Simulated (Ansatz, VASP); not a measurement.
## GaAs in VASP and in Ansatz

```
CELL_PARAMETERS angstrom
0.00000 2.78864 2.78864
2.78864 0.00000 2.78864
2.78864 2.78864 0.00000
ATOMIC_POSITIONS crystal
Ga 0.00000 0.00000 0.00000
As 0.75000 0.75000 0.75000
```

Change from the starting cell: volume scaled by 0.96, crystal datasets.

Alike in both runs: task electric field gradients; functional PBE; k mesh 11 × 11 × 11; occupations fermi-dirac, width 0.05 eV; no spin polarisation.

```csv
,VASP,Ansatz
version,VASP 6.6.1,Ansatz 0.2.0
potentials or method,"VASP PAW PBE potentials, release 64 (Ga_d, As), cutoff 520 eV","all-electron PAW with datasets made for the crystal, scalar-relativistic"
```

```csv
,VASP,Ansatz,Ansatz less VASP
pressure (GPa),6.9,6.7,-0.23
```

Ansatz ran all-electron here, and VASP with PAW potentials.
